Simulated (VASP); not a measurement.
# InFe2H3 (P-3m1) in VASP: density of states with PBE

Aim: the density of states of InFe2H3 with PBE.

Everything below comes from runs of VASP 6.6.1. Logs are shortened: lines on timing, memory, paths and dates and some standing lists are left out, and cuts for length are marked.

## Step 1: The cell of the first run

Symmetry: P-3m1, No. 164, trigonal system. The conventional cell has a = 2.846 Å, b = 2.846 Å, c = 8.018 Å, α = 90.00°, β = 90.00°, γ = 120.00°. In (site symmetry -3m) has 6 H at 2.83 Å and 6 In at 2.85 Å and 6 Fe at 3.40 Å within 3.7 Å. Within 2.4 Å of Fe (site symmetry 3m) lie 6 H at 1.78 to 1.94 Å. H (site symmetry 3m) has 3 Fe at 1.78 Å and 3 H at 2.37 Å within 2.4 Å. Within 2.6 Å of H (site symmetry -3m) lie 6 Fe at 1.94 Å and 6 H at 2.37 Å.

## Step 2: Density of states, PBE, collinear spin, ferromagnetic start

Contents of POSCAR:

```
InFe2H3
1.0
    2.8460635450      0.0000000000      0.0000000000
   -1.4230317725      2.4647633308      0.0000000000
    0.0000000000      0.0000000000      8.0182334818
In Fe H
1 2 3
Direct
    0.0000000000      0.0000000000      0.0000000000
    0.3333333333      0.6666666667      0.3716176084
    0.6666666667      0.3333333333      0.6283823916
    0.3333333333      0.6666666667      0.7122891466
    0.6666666667      0.3333333333      0.2877108534
    0.0000000000      0.0000000000      0.5000000000
```

Contents of INCAR.step1:

```
SYSTEM = InFe2H3
PREC     = Accurate       ! precision mode
ENCUT    = 520            ! plane-wave cutoff, eV
EDIFF    = 1E-6           ! SCF threshold, eV
ISMEAR   = 0              ! smearing method
SIGMA    = 0.1            ! smearing width, eV
LREAL    = .False.        ! projectors in reciprocal space
LASPH    = .True.         ! aspherical terms in the spheres
NELM     = 150            ! most SCF steps
ALGO     = Normal         ! electronic algorithm
ISIF     = 2              ! what is computed and relaxed
LWAVE    = .False.        ! write WAVECAR
LCHARG   = .True.         ! write CHGCAR
ISPIN    = 2              ! spin polarisation
MAGMOM   = 0 2.17 2.17 0 0 0 ! initial moments
LMAXMIX  = 4              ! l up to which the mixer works
GGA      = PE             ! functional
NBANDS   = 29             ! bands
```

Contents of KPOINTS.step1:

```
regular mesh
0
Gamma
  12 12 4
  0 0 0
```

Contents of INCAR.step2:

```
SYSTEM = InFe2H3
PREC     = Accurate       ! precision mode
ENCUT    = 520            ! plane-wave cutoff, eV
EDIFF    = 1E-6           ! SCF threshold, eV
ISMEAR   = -5             ! smearing method
SIGMA    = 0.1            ! smearing width, eV
LREAL    = .False.        ! projectors in reciprocal space
LASPH    = .True.         ! aspherical terms in the spheres
NELM     = 150            ! most SCF steps
ALGO     = Normal         ! electronic algorithm
ISIF     = 2              ! what is computed and relaxed
LWAVE    = .False.        ! write WAVECAR
LCHARG   = .False.        ! write CHGCAR
ISPIN    = 2              ! spin polarisation
MAGMOM   = 0 2.17 2.17 0 0 0 ! initial moments
LORBIT   = 11             ! projections on sites
LMAXMIX  = 4              ! l up to which the mixer works
GGA      = PE             ! functional
NBANDS   = 29             ! bands
NEDOS    = 1001           ! points of the DOS
ICHARG   = 11             ! starting density
```

Contents of KPOINTS.step2:

```
regular mesh
0
Gamma
  18 18 6
  0 0 0
```

Potentials or basis: VASP PAW PBE potentials, release 64 (In_d, Fe, H).

Command:

```
$ cat potpaw_PBE.64/In_d/POTCAR potpaw_PBE.64/Fe/POTCAR potpaw_PBE.64/H/POTCAR > POTCAR
$ cp INCAR.step1 INCAR
$ cp KPOINTS.step1 KPOINTS
$ mpirun -np 1 vasp_std > vasp.out
$ cp INCAR.step2 INCAR
$ cp KPOINTS.step2 KPOINTS
$ mpirun -np 1 vasp_std > vasp.out
```

OUTCAR:

```text
SYSTEM = InFe2H3
   PREC = Accurate
   ENCUT = 520
   EDIFF = 1E-6
   ISMEAR = -5
   LREAL = .False.
   LASPH = .True.
   NELM = 150
   ISIF = 2
   ISPIN = 2
   LORBIT = 11
   GGA = PE
   ICHARG = 11

 ion  position               nearest neighbor table
   1  0.000  0.000  0.000-   2 3.40   3 3.40   3 3.40   2 3.40   3 3.40   2 3.40
   2  0.333  0.667  0.372-   5 1.78   5 1.78   5 1.78   6 1.94   6 1.94   6 1.94   3 2.63   3 2.63
                             3 2.63   1 3.40   1 3.40   1 3.40
   3  0.667  0.333  0.628-   4 1.78   4 1.78   4 1.78   6 1.94   6 1.94   6 1.94   2 2.63   2 2.63
                             2 2.63   1 3.40   1 3.40   1 3.40
   4  0.333  0.667  0.712-   3 1.78   3 1.78   3 1.78
   5  0.667  0.333  0.288-   2 1.78   2 1.78   2 1.78
   6  0.000  0.000  0.500-   2 1.94   3 1.94   3 1.94   2 1.94   3 1.94   2 1.94

  LATTYP: Found a hexagonal cell.
 ALAT       =     2.8460635450
 C/A-ratio  =     2.8173065552

  Lattice vectors:

 A1 = (   2.8460635450,   0.0000000000,   0.0000000000)
 A2 = (  -1.4230317725,   2.4647633308,   0.0000000000)
 A3 = (   0.0000000000,   0.0000000000,   8.0182334818)

Analysis of symmetry for initial positions (statically):
=====================================================================
 Subroutine PRICEL returns:
 Original cell was already a primitive cell.

 Routine SETGRP: Setting up the symmetry group for a
 hexagonal supercell.

 Subroutine GETGRP returns: Found 12 space group operations
 (whereof 12 operations were pure point group operations)
 out of a pool of 24 trial point group operations.

The static configuration has the point symmetry D_3d.

Analysis of symmetry for dynamics (positions and initial velocities):
=====================================================================
 Subroutine PRICEL returns:
 Original cell was already a primitive cell.

 Routine SETGRP: Setting up the symmetry group for a
 hexagonal supercell.

 Subroutine GETGRP returns: Found 12 space group operations
 (whereof 12 operations were pure point group operations)
 out of a pool of 24 trial point group operations.

The dynamic configuration has the point symmetry D_3d.

Analysis of structural, dynamic, and magnetic symmetry:
=====================================================================
 Subroutine PRICEL returns:
 Original cell was already a primitive cell.

 Routine SETGRP: Setting up the symmetry group for a
 hexagonal supercell.

 Subroutine GETGRP returns: Found 12 space group operations
 (whereof 12 operations were pure point group operations)
 out of a pool of 24 trial point group operations.

The overall configuration has the point symmetry D_3d.

 Subroutine INISYM returns: Found 12 space group operations
 (whereof 12 operations are pure point group operations),
 and found     1 'primitive' translations

----------------------------------------------------------------------------------------

                                     Primitive cell

  volume of cell :      56.2469

  direct lattice vectors                    reciprocal lattice vectors
     2.846063545  0.000000000  0.000000000     0.351362499  0.202859233  0.000000000
    -1.423031772  2.464763331  0.000000000     0.000000000  0.405718467  0.000000000
     0.000000000  0.000000000  8.018233482     0.000000000  0.000000000  0.124715750

  length of vectors
     2.846063545  2.846063545  8.018233482     0.405718467  0.405718467  0.124715750

  position of ions in fractional coordinates (direct lattice)
     0.000000000  0.000000000  0.000000000
     0.333333333  0.666666667  0.371617608
     0.666666667  0.333333333  0.628382392
     0.333333333  0.666666667  0.712289147
     0.666666667  0.333333333  0.287710853
     0.000000000  0.000000000  0.500000000

  ion indices of the primitive-cell ions
   primitive index   ion index
                 1           1
                 2           2
                 3           3
                 4           4
                 5           5
                 6           6

----------------------------------------------------------------------------------------

 KPOINTS: regular mesh

Automatic generation of k-mesh.
 Grid dimensions read from file:
 generate k-points for:   18   18    6

 Generating k-lattice:

  Cartesian coordinates                     Fractional coordinates (reciprocal lattice)
     0.019520139  0.011269957  0.000000000     0.055555556  0.000000000  0.000000000
     0.000000000  0.022539915  0.000000000     0.000000000  0.055555556  0.000000000
     0.000000000  0.000000000  0.020785958     0.000000000  0.000000000  0.166666667

  Length of vectors
     0.022539915  0.022539915  0.020785958

  Shift w.r.t. Gamma in fractional coordinates (k-lattice)
     0.000000000  0.000000000  0.000000000

 TETIRR: Found   2825 inequivalent tetrahedra from    11664

 Subroutine IBZKPT returns following result:
 ===========================================

 Found    202 irreducible k-points:

 Following reciprocal coordinates:
            Coordinates               Weight
  0.000000  0.000000  0.000000      1.000000
  0.055556 -0.000000  0.000000      6.000000
  0.111111 -0.000000  0.000000      6.000000
  0.166667  0.000000  0.000000      6.000000
  0.222222  0.000000  0.000000      6.000000
  0.277778 -0.000000  0.000000      6.000000
[... 16 lines left out ...]
  0.333333  0.111111  0.000000     12.000000
  0.388889  0.111111  0.000000     12.000000
 [... further k-points ...]
   k-points           NKPTS =    202   k-points in BZ     NKDIM =    202   number of bands    NBANDS=     29
   number of dos      NEDOS =   1001   number of ions     NIONS =      6
   total plane-waves  NPLWV =  34560
   dimension x,y,z NGX =    24 NGY =   24 NGZ =   60
   dimension x,y,z NGXF=    48 NGYF=   48 NGZF=  120
   ions per type =               1   2   3
   NGX,Y,Z   is equivalent  to a cutoff of  14.02, 14.02, 12.44 a.u.
   NGXF,Y,Z  is equivalent  to a cutoff of  28.04, 28.04, 24.88 a.u.
 SYSTEM =  InFe2H3
   PREC   = accura    normal or accurate (medium, high low for compatibility)
   ISTART =      0    job   : 0-new  1-cont  2-samecut
   ICHARG =     11    charge: 1-file 2-atom 10-const
   ISPIN  =      2    spin polarized calculation?
   LNONCOLLINEAR =      F non collinear calculations
   LSORBIT =      F    spin-orbit coupling
   LASPH  =      T    aspherical Exc in radial PAW
   ENCUT  =  520.0 eV  38.22 Ry    6.18 a.u.   5.29  5.29 14.91*2*pi/ulx,y,z
   NELM   =    150;   NELMIN=  2; NELMDL=  0     # of ELM steps
   EDIFF  = 0.1E-05   stopping-criterion for ELM
   LREAL  =      F    real-space projection
   EDIFFG = 0.1E-04   stopping-criterion for IOM
   NSW    =      0    number of steps for IOM
   IBRION =     -1    ionic relax: 0-MD 1-quasi-New 2-CG
   NFREE  =      0    steps in history (QN), initial steepest desc. (CG)
   ISIF   =      2    stress and relaxation
   ISYM   =      2    0-nonsym 1-usesym 2-fastsym
   POTIM  = 0.5000    time-step for ionic-motion
   TEBEG  =    0.0;   TEEND  =   0.0 temperature during run
   PSTRESS=    0.0 pullay stress
   NELECT =      32.0000    total number of electrons
   NUPDOWN=      -1.0000    fix difference up-down
   EMIN   =  10.00;   EMAX   =-10.00  energy-range for DOS
   EFERMI =   0.00;   METHOD = LEGACY
   ISMEAR =    -5;   SIGMA  =   0.10  broadening in eV -4-tet -1-fermi 0-gaus
   EFERMI_NEDOS =   21; number of points for ismear=-14 and -15
   IALGO  =     38    algorithm
   IMIX   =      4    mixing-type and parameters
     AMIX     =   0.40;   BMIX     =  1.00
     AMIX_MAG =   1.60;   BMIX_MAG =  1.00
  volume/ion in A,a.u.               =       9.37        63.26
  Fermi-wavevector in a.u.,A,eV,Ry     =   1.356517  2.563446 25.036611  1.840139
  Thomas-Fermi vector in A             =   2.483514
   LORBIT       =     11    0 simple, 1 ext, 2 COOP (PROOUT), +10 PAW based schemes
   GGA     = PE    functional components
   LHFCALC =     F    Hartree Fock is set to
   AEXX    =    0.0000 exact exchange contribution
   IVDW    =     0    specifies the selected vdW correction
   LEPSILON=     F    determine dielectric tensor
   LRPA    =     F    only Hartree local field effects (RPA)
 spin polarized calculation
 Fermi weights with tetrahedron method with Bloechl corrections
  energy-cutoff  :      520.00
  volume of cell :       56.25
 maximum number of plane-waves:      1536
 NGX is ok and might be reduce to    24

 number of electron      31.9999998 magnetization       4.3611573

 Free energy of the ion-electron system (eV)
  ---------------------------------------------------
  ext. energy  EPLUGINS =         0.00000000
  ---------------------------------------------------
  free energy    TOTEN  =       -28.00545808 eV

  energy without entropy =      -28.00545808  energy(sigma->0) =      -28.00545808

 E-fermi :   6.5984     XC(G=0): -11.6025

 val. band max:        6.6003839648   @ k =  -0.2778  -0.3889   0.1667
 cond. band min:       6.5288315993   @ k =   0.3333   0.3333   0.5000
 fundamental gap:     -0.0715523655
 Fermi energy:         6.5983589648

 spin component 1

 k-point     1 :       0.0000    0.0000    0.0000
  band No.  band energies     occupation
      1      -8.9614      1.00000
      2      -8.6791      1.00000
      3      -8.6791      1.00000
      4      -8.0621      1.00000
      5      -8.0621      1.00000
      6      -4.5943      1.00000
[... 20 lines left out ...]
     27      21.9369      0.00000
[... 691 lines left out ...]
      6      -0.6325      1.00000
[... 20 lines left out ...]
     27      16.2092      0.00000
     28      16.7022      0.00000

 [... further k-points ...]

 spin component 2

 k-point     1 :       0.0000    0.0000    0.0000
  band No.  band energies     occupation
      1      -8.9604      1.00000
      2      -8.6743      1.00000
      3      -8.6743      1.00000
      4      -8.0663      1.00000
      5      -8.0663      1.00000
      6      -4.5558      1.00000
[... 20 lines left out ...]
     27      21.9253      0.00000
[... 691 lines left out ...]
      6      -0.3421      1.00000
[... 20 lines left out ...]
     27      16.6535      0.00000
     28      16.9191      0.00000

 [... further k-points ...]

 [bands above 28 left out]

------------------------ aborting loop because EDIFF is reached ----------------------------------------

  FORCE on cell =-STRESS in cart. coord.  units (eV):
  Direction    XX          YY          ZZ          XY          YZ          ZX
  --------------------------------------------------------------------------------------
  -------------------------------------------------------------------------------------
  Total       -0.1183550     -0.1183550     -0.1460622      0.0000000      0.0000000      0.0000000
  in kB       -3.3713112     -3.3713112     -4.1605413      0.0000000      0.0000000      0.0000000
  external PRESSURE =      -3.6343879 kB  Pullay stress =       0.0000000 kB

 VOLUME and BASIS-vectors are now :
 -----------------------------------------------------------------------------
  energy-cutoff  :      520.00
  volume of cell :       56.25
      direct lattice vectors                 reciprocal lattice vectors
     2.846063545  0.000000000  0.000000000     0.351362499  0.202859233  0.000000000
    -1.423031772  2.464763331  0.000000000     0.000000000  0.405718467  0.000000000
     0.000000000  0.000000000  8.018233482     0.000000000  0.000000000  0.124715750

 POSITION                                       TOTAL-FORCE (eV/Angst)
 -----------------------------------------------------------------------------------
      0.00000      0.00000      0.00000        -0.000000      0.000000      0.000000
     -0.00000      1.64318      2.97972        -0.000000      0.000000      0.013031
      1.42303      0.82159      5.03852         0.000000     -0.000000     -0.013031
     -0.00000      1.64318      5.71130        -0.000000     -0.000000      0.004870
      1.42303      0.82159      2.30693         0.000000      0.000000     -0.004870
      0.00000      0.00000      4.00912        -0.000000      0.000000      0.000000
 -----------------------------------------------------------------------------------
    total drift:                                0.000000     -0.000000      0.000000

  FREE ENERGIE OF THE ION-ELECTRON SYSTEM (eV)
  ---------------------------------------------------
  free  energy   TOTEN  =       -28.0054580823 eV

  energy  without entropy=      -28.0054580823  energy(sigma->0) =      -28.00545808

 total charge

# of ion       s       p       d       tot
------------------------------------------
    1        0.971   0.678   9.885  11.534
    2        0.358   0.461   6.316   7.136
    3        0.358   0.461   6.316   7.136
    4        0.531   0.022   0.000   0.552
    5        0.531   0.022   0.000   0.552
    6        0.493   0.031   0.000   0.524
--------------------------------------------------
tot          3.242   1.675  22.518  27.434

 magnetization (x)

# of ion       s       p       d       tot
------------------------------------------
    1        0.007  -0.026   0.000  -0.019
    2        0.003   0.002   2.222   2.226
    3        0.003   0.002   2.222   2.226
    4       -0.024   0.002   0.000  -0.023
    5       -0.024   0.002   0.000  -0.023
    6       -0.023  -0.002   0.000  -0.025
--------------------------------------------------
tot         -0.060  -0.021   4.445   4.364
```

Wall time 7.2 min (1 thread of AMD EPYC 9R45 (Zen 5), shared host); peak memory 0.54 GiB.

Results:

```yaml
Net_moment: 4.36 μB per cell
Site_moments: In -0.02; Fe +2.23; H -0.02, -0.03 μB
Valence_electrons_inside_the_program's_atomic_spheres: In 11.53; Fe 7.14; H 0.55, 0.52
```

Caveat: spin-orbit coupling is left out, which moves the levels of the heavy elements; tetrahedron occupations give inexact forces and stress in metals.
